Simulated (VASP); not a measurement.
A run of VASP 6.6.1 is set up as follows.

The input INCAR:

```
ALGO = Normal ; EDIFF = 1E-6
EDIFFG = -0.005 ; ENCUT = 600
GGA = PE ; IBRION = 2
ISIF = 3 ; ISMEAR = -1
LASPH = T ; LCHARG = F
LREAL = F ; LWAVE = F
NELM = 100 ; NSW = 60
PREC = Accurate ; PSTRESS = -1.7999999999999998
SIGMA = 0.1
```

File KPOINTS:

```
k-points
0
Gamma
  18 18 18
```

Contents of POSCAR:

```
V
1.0
   -1.4996843040      1.4996843040      1.4996843040
    1.4996843040     -1.4996843040      1.4996843040
    1.4996843040      1.4996843040     -1.4996843040
V
1
Direct
    0.0000000000      0.0000000000      0.0000000000
```

Potentials or basis: VASP PAW PBE potentials, release 64 (V_sv).

Launch:

```console
$ cat potpaw_PBE.64/V_sv/POTCAR > POTCAR
$ mpirun -np 1 vasp_std > vasp.out
```

Predict the relaxed volume.

13.50 Å³/atom.

What does it give for the space group after relaxing (to 0.05 Å)?

Im-3m (No. 229).

Final structure:
```cif
data_structure
_symmetry_space_group_name_H-M 'P 1'
_symmetry_Int_Tables_number 1
_cell_length_a 2.5983
_cell_length_b 2.5983
_cell_length_c 2.5983
_cell_angle_alpha 109.471
_cell_angle_beta 109.471
_cell_angle_gamma 109.471
_cell_volume 13.50
loop_
_atom_site_label
_atom_site_type_symbol
_atom_site_fract_x
_atom_site_fract_y
_atom_site_fract_z
_atom_site_occupancy
V1 V 0.00000 0.00000 0.00000 1
```

Caveat: the cell is relaxed towards a set pressure, so the enthalpy falls and the energy may rise.
